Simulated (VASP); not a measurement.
# ZnS (Pmmm) in VASP: further runs

ZnS is run at these levels: PBE; tasks: single point, relaxation of cell and atoms.

All numbers are computed with VASP 6.6.1; they aren't measurements. Logs are shortened: lines on timing, memory, paths and dates and some standing lists are left out, and cuts for length are marked.

**1. The cell of the first run**

The structure is orthorhombic, space group Pmmm (No. 47). The conventional cell has a = 2.900 Å, b = 3.579 Å, c = 4.003 Å, α = 90.00°, β = 90.00°, γ = 90.00°. Within 2.4 Å of Zn (site symmetry mmm) lie 2 S at 1.79 Å. Within 2.4 Å of S (site symmetry mmm) lie 2 Zn at 1.79 Å.

The cell was built from a structure type or drawn by symmetry, and may not be a known phase.

**2. Single point, PBE**

Input file INCAR:

```
  PREC = Accurate
  ENCUT = 520
  EDIFF = 1E-6
  ISMEAR = 0
  SIGMA = 0.1
  LREAL = False
  LASPH = True
  NELM = 100
  ALGO = Normal
  ISIF = 2
  LWAVE = False
  LCHARG = False
  GGA = PE
  NBANDS = 16
```

Input file KPOINTS:

```
Automatic mesh
0
Gamma
  6 6 4
```

Input file POSCAR:

```
ZnS
1.0
    2.9003496300      0.0000000000      0.0000000000
    0.0000000000      3.5787169300      0.0000000000
    0.0000000000      0.0000000000      4.0025341500
Zn S
1 1
Direct
    0.5000000000      0.0000000000      0.5000000000
    0.5000000000      0.5000000000      0.5000000000
```

Potentials or basis: VASP PAW PBE potentials, release 64 (Zn, S).

On the command line:

```console
$ cat potpaw_PBE.64/Zn/POTCAR potpaw_PBE.64/S/POTCAR > POTCAR
$ mpirun -np 1 vasp_std > vasp.out
```

OUTCAR:

```text
PREC = Accurate
   ENCUT = 520
   EDIFF = 1E-6
   ISMEAR = 0
   LREAL = False
   LASPH = True
   NELM = 100
   ISIF = 2
   GGA = PE

 ion  position               nearest neighbor table
   1  0.500  0.000  0.500-   2 1.79   2 1.79
   2  0.500  0.500  0.500-   1 1.79   1 1.79

  LATTYP: Found a simple orthorhombic cell.
 ALAT       =     2.9003496300
 B/A-ratio  =     1.2338915602
 C/A-ratio  =     1.3800178119

  Lattice vectors:

 A1 = (   2.9003496300,   0.0000000000,   0.0000000000)
 A2 = (   0.0000000000,   3.5787169300,   0.0000000000)
 A3 = (   0.0000000000,   0.0000000000,   4.0025341500)

Analysis of symmetry for initial positions (statically):
=====================================================================
 Subroutine PRICEL returns:
 Original cell was already a primitive cell.

 Routine SETGRP: Setting up the symmetry group for a
 simple orthorhombic supercell.

 Subroutine GETGRP returns: Found  8 space group operations
 (whereof  8 operations were pure point group operations)
 out of a pool of  8 trial point group operations.

The static configuration has the point symmetry D_2h.

Analysis of symmetry for dynamics (positions and initial velocities):
=====================================================================
 Subroutine PRICEL returns:
 Original cell was already a primitive cell.

 Routine SETGRP: Setting up the symmetry group for a
 simple orthorhombic supercell.

 Subroutine GETGRP returns: Found  8 space group operations
 (whereof  8 operations were pure point group operations)
 out of a pool of  8 trial point group operations.

The dynamic configuration has the point symmetry D_2h.

 Subroutine INISYM returns: Found  8 space group operations
 (whereof  8 operations are pure point group operations),
 and found     1 'primitive' translations

----------------------------------------------------------------------------------------

                                     Primitive cell

  volume of cell :      41.5444

  direct lattice vectors                    reciprocal lattice vectors
     2.900349630  0.000000000  0.000000000     0.344786018  0.000000000  0.000000000
     0.000000000  3.578716930  0.000000000     0.000000000  0.279429756  0.000000000
     0.000000000  0.000000000  4.002534150     0.000000000  0.000000000  0.249841716

  length of vectors
     2.900349630  3.578716930  4.002534150     0.344786018  0.279429756  0.249841716

  position of ions in fractional coordinates (direct lattice)
     0.500000000  0.000000000  0.500000000
     0.500000000  0.500000000  0.500000000

  ion indices of the primitive-cell ions
   primitive index   ion index
                 1           1
                 2           2

----------------------------------------------------------------------------------------

 KPOINTS: Automatic mesh

Automatic generation of k-mesh.
 Grid dimensions read from file:
 generate k-points for:    6    6    4

 Generating k-lattice:

  Cartesian coordinates                     Fractional coordinates (reciprocal lattice)
     0.057464336  0.000000000  0.000000000     0.166666667  0.000000000  0.000000000
     0.000000000  0.046571626  0.000000000     0.000000000  0.166666667  0.000000000
     0.000000000  0.000000000  0.062460429     0.000000000  0.000000000  0.250000000

  Length of vectors
     0.057464336  0.046571626  0.062460429

  Shift w.r.t. Gamma in fractional coordinates (k-lattice)
     0.000000000  0.000000000  0.000000000

 Subroutine IBZKPT returns following result:
 ===========================================

 Found     48 irreducible k-points:

 Following reciprocal coordinates:
            Coordinates               Weight
  0.000000  0.000000  0.000000      1.000000
  0.166667  0.000000  0.000000      2.000000
  0.333333  0.000000  0.000000      2.000000
  0.500000  0.000000  0.000000      1.000000
  0.000000  0.166667  0.000000      2.000000
  0.166667  0.166667  0.000000      4.000000
[... 16 lines left out ...]
  0.333333  0.166667  0.250000      8.000000
  0.500000  0.166667  0.250000      4.000000
 [... further k-points ...]
   k-points           NKPTS =     48   k-points in BZ     NKDIM =     48   number of bands    NBANDS=     16
   number of dos      NEDOS =    301   number of ions     NIONS =      2
   total plane-waves  NPLWV =  20160
   dimension x,y,z NGX =    24 NGY =   28 NGZ =   30
   dimension x,y,z NGXF=    48 NGYF=   56 NGZF=   60
   ions per type =               1   1
   NGX,Y,Z   is equivalent  to a cutoff of  13.76, 13.01, 12.46 a.u.
   NGXF,Y,Z  is equivalent  to a cutoff of  27.51, 26.01, 24.92 a.u.
 SYSTEM =  unknown system
   PREC   = accura    normal or accurate (medium, high low for compatibility)
   ISTART =      0    job   : 0-new  1-cont  2-samecut
   ICHARG =      2    charge: 1-file 2-atom 10-const
   ISPIN  =      1    spin polarized calculation?
   LNONCOLLINEAR =      F non collinear calculations
   LSORBIT =      F    spin-orbit coupling
   LASPH  =      T    aspherical Exc in radial PAW
   ENCUT  =  520.0 eV  38.22 Ry    6.18 a.u.   5.39  6.65  7.44*2*pi/ulx,y,z
   NELM   =    100;   NELMIN=  2; NELMDL= -5     # of ELM steps
   EDIFF  = 0.1E-05   stopping-criterion for ELM
   LREAL  =      F    real-space projection
   EDIFFG = 0.1E-04   stopping-criterion for IOM
   NSW    =      0    number of steps for IOM
   IBRION =     -1    ionic relax: 0-MD 1-quasi-New 2-CG
   NFREE  =      0    steps in history (QN), initial steepest desc. (CG)
   ISIF   =      2    stress and relaxation
   ISYM   =      2    0-nonsym 1-usesym 2-fastsym
   POTIM  = 0.5000    time-step for ionic-motion
   TEBEG  =    0.0;   TEEND  =   0.0 temperature during run
   PSTRESS=    0.0 pullay stress
   NELECT =      18.0000    total number of electrons
   NUPDOWN=      -1.0000    fix difference up-down
   EMIN   =  10.00;   EMAX   =-10.00  energy-range for DOS
   EFERMI =   0.00;   METHOD = LEGACY
   ISMEAR =     0;   SIGMA  =   0.10  broadening in eV -4-tet -1-fermi 0-gaus
   EFERMI_NEDOS =   21; number of points for ismear=-14 and -15
   IALGO  =     38    algorithm
   IMIX   =      4    mixing-type and parameters
     AMIX     =   0.40;   BMIX     =  1.00
     AMIX_MAG =   1.60;   BMIX_MAG =  1.00
  volume/ion in A,a.u.               =      20.77       140.18
  Fermi-wavevector in a.u.,A,eV,Ry     =   1.238782  2.340958 20.879227  1.534580
  Thomas-Fermi vector in A             =   2.373293
   LORBIT       =      0    0 simple, 1 ext, 2 COOP (PROOUT), +10 PAW based schemes
   GGA     = PE    functional components
   LHFCALC =     F    Hartree Fock is set to
   AEXX    =    0.0000 exact exchange contribution
   IVDW    =     0    specifies the selected vdW correction
   LEPSILON=     F    determine dielectric tensor
   LRPA    =     F    only Hartree local field effects (RPA)
 non-spin polarized calculation
 Gauss-broadening in eV      SIGMA  =   0.10
  energy-cutoff  :      520.00
  volume of cell :       41.54
 maximum number of plane-waves:      1138
 NGX is ok and might be reduce to    24
   NGX = 11   NGY = 13   NGZ = 15

 number of electron      17.9999996 magnetization

 Free energy of the ion-electron system (eV)
  ---------------------------------------------------
  ext. energy  EPLUGINS =         0.00000000
  ---------------------------------------------------
  free energy    TOTEN  =        -1.73088665 eV

  energy without entropy =       -1.72914775  energy(sigma->0) =       -1.73001720

 E-fermi :   3.5816     XC(G=0):  -9.0362

 val. band max:        3.4189350106   @ k =   0.0000   0.0000   0.0000
 cond. band min:       3.5831497489   @ k =   0.5000   0.3333   0.2500
 fundamental gap:      0.1642147383
 Fermi energy:         3.5816478019

 k-point     1 :       0.0000    0.0000    0.0000
  band No.  band energies     occupation
      1     -13.5311      2.00000
      2      -6.4089      2.00000
      3      -6.3170      2.00000
      4      -6.2971      2.00000
      5      -5.7888      2.00000
      6      -5.6218      2.00000
[... 8 lines left out ...]
     15      16.1808      0.00000
     16      17.9012      0.00000

 k-point     2 :       0.1667    0.0000    0.0000
  band No.  band energies     occupation
      1     -13.3106      2.00000
      2      -6.3996      2.00000
      3      -6.3778      2.00000
      4      -6.1297      2.00000
      5      -5.7587      2.00000
      6      -5.6830      2.00000
[... 8 lines left out ...]
     15      14.4289      0.00000
     16      15.1572      0.00000

 k-point     3 :       0.3333    0.0000    0.0000
  band No.  band energies     occupation
      1     -12.8174      2.00000
      2      -6.5223      2.00000
      3      -6.3811      2.00000
      4      -5.7978      2.00000
      5      -5.7235      2.00000
      6      -5.5403      2.00000
[... 8 lines left out ...]
     15      13.7444      0.00000
     16      14.7976      0.00000

 k-point     4 :       0.5000    0.0000    0.0000
  band No.  band energies     occupation
      1     -12.5372      2.00000
      2      -6.5879      2.00000
      3      -6.3719      2.00000
      4      -5.8520      2.00000
      5      -5.6787      2.00000
      6      -4.8398      2.00000
[... 8 lines left out ...]
     15      12.3703      0.00000
     16      14.1799      0.00000
[... 324 lines left out ...]
 k-point    22 :       0.1667    0.1667    0.2500
  band No.  band energies     occupation
      1     -12.9473      2.00000
      2      -6.5878      2.00000
      3      -6.5189      2.00000
      4      -6.2698      2.00000
      5      -5.8346      2.00000
      6      -5.6871      2.00000
[... 8 lines left out ...]
     15      14.0768      0.00000
     16      15.9792      0.00000

 k-point    23 :       0.3333    0.1667    0.2500
  band No.  band energies     occupation
      1     -12.4533      2.00000
      2      -6.7214      2.00000
      3      -6.4896      2.00000
      4      -5.9355      2.00000
      5      -5.8053      2.00000
      6      -5.6879      2.00000
[... 8 lines left out ...]
     15      14.6061      0.00000
     16      16.4560      0.00000

 k-point    24 :       0.5000    0.1667    0.2500
  band No.  band energies     occupation
      1     -12.1715      2.00000
      2      -6.7926      2.00000
      3      -6.4730      2.00000
      4      -5.8631      2.00000
      5      -5.7672      2.00000
      6      -5.4578      2.00000
[... 8 lines left out ...]
     15      13.4502      0.00000
     16      15.1218      0.00000

 [... further k-points ...]

------------------------ aborting loop because EDIFF is reached ----------------------------------------

  FORCE on cell =-STRESS in cart. coord.  units (eV):
  Direction    XX          YY          ZZ          XY          YZ          ZX
  --------------------------------------------------------------------------------------
  -------------------------------------------------------------------------------------
  Total        5.4934305     35.2145192      0.3108231      0.0000000      0.0000000      0.0000000
  in kB      211.8563415   1358.0619987     11.9870162      0.0000000      0.0000000      0.0000000
  external PRESSURE =     527.3017855 kB  Pullay stress =       0.0000000 kB

 VOLUME and BASIS-vectors are now :
 -----------------------------------------------------------------------------
  energy-cutoff  :      520.00
  volume of cell :       41.54
      direct lattice vectors                 reciprocal lattice vectors
     2.900349630  0.000000000  0.000000000     0.344786018  0.000000000  0.000000000
     0.000000000  3.578716930  0.000000000     0.000000000  0.279429756  0.000000000
     0.000000000  0.000000000  4.002534150     0.000000000  0.000000000  0.249841716

 POSITION                                       TOTAL-FORCE (eV/Angst)
 -----------------------------------------------------------------------------------
      1.45017      0.00000      2.00127         0.000000      0.000000      0.000000
      1.45017      1.78936      2.00127         0.000000      0.000000      0.000000
 -----------------------------------------------------------------------------------
    total drift:                                0.000000     -0.000000     -0.000000

  FREE ENERGIE OF THE ION-ELECTRON SYSTEM (eV)
  ---------------------------------------------------
  free  energy   TOTEN  =        -1.7308866519 eV

  energy  without entropy=       -1.7291477515  energy(sigma->0) =       -1.73001720
```

Run time: 10 s. Hardware: 1 thread of AMD EPYC 9R45 (Zen 5), shared host; peak memory 0.14 GiB.

What came out:

- Free energy: -1.7309 eV
- Pressure: 52.7 GPa
- Band gap on the k mesh: zero (bands 9 and 10 overlap by 2.00 eV)

Caveat: the k points lie up to 0.39 Å⁻¹ apart, too coarse for converged energies and pressures of a metal.

**3. Single point, PBE**

This run uses another cell than the first one, of 52.31 Å³/atom.

Input file INCAR:

```
PREC = Accurate
ENCUT = 520
EDIFF = 1E-7
ISMEAR = 0
SIGMA = 0.1
LREAL = False
LASPH = True
NELM = 80
ALGO = Normal
ISIF = 2
LWAVE = False
LCHARG = True
GGA = PE
LELF = True
LVHAR = True
NBANDS = 16
```

KPOINTS is that of step 2.

Input file POSCAR:

```
ZnS
1.0
    4.7962021704      0.0000000000      0.0000000000
    0.0000000000      4.1735412204      0.0000000000
    0.0000000000      0.0000000000      5.2264473549
Zn S
1 1
Direct
    0.5000000000      0.0000000000      0.5000000000
    0.5000000000      0.5000000000      0.5000000000
```

Potentials or basis: VASP PAW PBE potentials, release 64 (Zn, S).

On the command line:

```console
$ cat potpaw_PBE.64/Zn/POTCAR potpaw_PBE.64/S/POTCAR > POTCAR
$ mpirun -np 1 vasp_std > vasp.out
```

Wall time 26 s (1 thread of AMD EPYC 9R45 (Zen 5), shared host); peak memory 0.22 GiB.

The run converged. Its results:

```
Free energy            : -5.0283 eV
Pressure               : 0.1 GPa
Band gap on the k mesh : 1.11 eV (least direct gap 2.10 eV)
```

Stress tensor (GPa, compression positive):
```
0.18 0.00 0.00
0.00 0.21 0.00
0.00 0.00 0.06
```

Levels at points of the mesh, in eV from the valence-band top:
```tsv
k point	band 7	band 8	band 9	band 10	band 11	band 12
(0.00, 0.00, 0.00)	-3.08	-1.13	-0.99	1.11	5.12	7.01
(0.50, 0.00, 0.00)	-3.05	-1.56	-1.07	1.51	5.35	6.47
(0.00, 0.50, 0.00)	-4.32	-0.13	-0.02	4.31	4.69	5.68
(0.50, 0.50, 0.00)	-4.20	-0.42	-0.08	3.06	4.54	6.86
(0.00, 0.00, 0.50)	-3.07	-1.47	-0.96	1.37	5.22	6.52
(0.50, 0.00, 0.50)	-3.04	-1.50	-1.36	1.71	5.67	6.01
(0.00, 0.50, 0.50)	-4.26	-0.36	0.00	3.19	4.80	6.65
(0.50, 0.50, 0.50)	-4.15	-0.38	-0.29	3.28	3.57	7.65
```

A k mesh can miss the band edges.

**4. Relaxation of cell and atoms, PBE**

Input file INCAR:

```
PREC = Accurate ; ENCUT = 600
EDIFF = 1E-7 ; ISMEAR = 0
SIGMA = 0.1 ; LREAL = F
LASPH = T ; NELM = 80
ALGO = Normal ; ISIF = 3
LWAVE = F ; LCHARG = F
GGA = PE ; IBRION = 2
NSW = 90 ; EDIFFG = -0.04
```

Input file KPOINTS:

```
regular mesh
0
Gamma
  6 6 4
```

Input file POSCAR:

```
ZnS
1.0
    2.9003496300      0.0000000000      0.0000000000
    0.0000000000      3.5787169300      0.0000000000
    0.0000000000      0.0000000000      4.0025341500
Zn S
1 1
Direct
    0.5000000000      0.0000000000      0.5000000000
    0.5000000000      0.5000000000      0.5000000000
```

On the command line:

```console
$ cat potpaw_PBE.64/Zn/POTCAR potpaw_PBE.64/S/POTCAR > POTCAR
$ mpirun -np 1 vasp_std > vasp.out
```

Wall time 2.4 min (1 thread of AMD EPYC 9R45 (Zen 5), shared host); peak memory 0.15 GiB.

The run converged. Its results:

```yaml
Free_energy: -4.9800 eV
Relaxed_volume: 46.05 Å³/atom
Relaxed_cell: a = 4.494 Å, b = 4.173 Å, c = 4.910 Å, α = 90.00°, β = 90.00°, γ = 90.00°
Space_group_after_relaxing_to_0.1_Å: Pmmm (No. 47)
Energy_gained_by_relaxing: 1624.1 meV/atom
Ionic_steps: 20
Pressure_after_relaxing: 0.0 GPa
Band_gap_on_the_k_mesh: 0.85 eV (least direct gap 1.83 eV)
```

Stress tensor (GPa, compression positive):
```
-0.12  0.00  0.00
 0.00  0.05  0.00
 0.00  0.00  0.06
```

Step by step:
| step | energy change (eV) | largest force (eV/Å) | pressure (GPa) | volume (Å³) |
| --- | --- | --- | --- | --- |
| 1 | 0.0000 | 0.0000 | 52.74 | 41.54 |
| 2 | -0.3739 | 0.0000 | -8.66 | 87.69 |
| 3 | -1.1963 | 0.0000 | -7.59 | 77.45 |
| 4 | -1.6907 | 0.0000 | -7.35 | 71.10 |
| 5 | -2.8284 | 0.0000 | -2.11 | 55.77 |
| 6 | -2.6446 | 0.0000 | 10.41 | 48.66 |
| 7 | -2.8784 | 0.0000 | -0.19 | 54.00 |
| 8 | -2.8899 | 0.0000 | 1.80 | 52.55 |
| 9 | -2.8906 | 0.0000 | 1.32 | 52.84 |
| 10 | -2.9154 | 0.0000 | 0.95 | 54.43 |
| 11 | -2.9324 | 0.0000 | 0.70 | 56.79 |
| 12 | -2.9372 | 0.0000 | 0.59 | 57.78 |
| 13 | -2.9631 | 0.0000 | 0.18 | 59.77 |
| 14 | -3.0291 | 0.0000 | -0.26 | 63.83 |
| 15 | -3.1390 | 0.0000 | -0.53 | 72.17 |
| 16 | -3.2398 | 0.0000 | 0.97 | 89.72 |
| 17 | -3.2227 | 0.0000 | -1.38 | 98.34 |
| 18 | -3.2476 | 0.0000 | 0.04 | 92.76 |
| 19 | -3.2476 | 0.0000 | 0.05 | 92.70 |
| 20 | -3.2483 | 0.0000 | 0.00 | 92.10 |

Final structure:
```
Zn S
1.0
     4.49448    0.00000    0.00000
     0.00000    4.17336    0.00000
     0.00000    0.00000    4.91026
Zn S
1 1
Direct
  0.50000 0.00000 0.50000
  0.50000 0.50000 0.50000
```

Levels at points of the mesh, in eV from the valence-band top:
| k point | band 5 | band 6 | band 7 | band 8 | band 9 | band 10 | band 11 | band 12 | band 13 |
| --- | --- | --- | --- | --- | --- | --- | --- | --- | --- |
| (0.00, 0.00, 0.00) | -6.84 | -6.50 | -3.22 | -1.19 | -0.98 | 0.85 | 5.18 | 7.08 | 7.43 |
| (0.50, 0.00, 0.00) | -6.84 | -6.45 | -3.17 | -1.82 | -1.09 | 1.41 | 5.25 | 6.64 | 7.95 |
| (0.00, 0.50, 0.00) | -6.85 | -6.84 | -4.51 | -0.20 | -0.03 | 4.35 | 4.87 | 5.51 | 6.08 |
| (0.50, 0.50, 0.00) | -6.84 | -6.84 | -4.32 | -0.64 | -0.13 | 2.69 | 4.67 | 6.83 | 7.86 |
| (0.00, 0.00, 0.50) | -6.84 | -6.47 | -3.20 | -1.71 | -0.94 | 1.21 | 5.14 | 6.73 | 8.33 |
| (0.50, 0.00, 0.50) | -6.83 | -6.42 | -3.15 | -1.72 | -1.53 | 1.69 | 5.55 | 5.91 | 6.11 |
| (0.00, 0.50, 0.50) | -6.84 | -6.84 | -4.41 | -0.56 | 0.00 | 2.85 | 5.03 | 6.60 | 7.76 |
| (0.50, 0.50, 0.50) | -6.84 | -6.83 | -4.23 | -0.58 | -0.44 | 2.99 | 3.37 | 7.50 | 7.98 |

Caveat: the volume moved by over 15 % at a fixed basis, so the end points are rough.

[end of part 1 of 2]
